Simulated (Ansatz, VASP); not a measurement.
## Two plane-wave programs on BP2

```
CELL_PARAMETERS angstrom
2.89470 0.00000 0.00000
0.00000 2.89470 0.00000
0.00000 0.00000 4.60323
ATOMIC_POSITIONS crystal
B 0.00000 0.00000 0.84034
P 0.00000 0.00000 0.26827
P 0.50000 0.50000 0.77332
```

Alike in both runs: functional PBE; k mesh 6 × 6 × 5; occupations gaussian, width 0.2 eV; no spin polarisation.

Ansatz relaxed the structure, and its values are those at the end. VASP's run is a single point on that final structure, the one shown.

|  | VASP | Ansatz |
| --- | --- | --- |
| version | VASP 6.6.1 | Ansatz 0.2.0 |
| potentials or method | VASP PAW PBE potentials, release 64 (B, P), cutoff 500 eV | scalar-relativistic, plane waves, PAW |
| valence electrons in the cell | 13 | 13 |

```csv
,VASP,Ansatz,Ansatz less VASP
gap on the k mesh at the Fermi level (eV),none,none,-
pressure (GPa),-0.2,-0.1,+0.15
rms of the force components (eV/Å),0.024,0.019,-0.0051
```

A gap of «none» marks a metal or a gap that the smearing closes.

The k mesh is coarse, so the values compare programs but aren't converged.
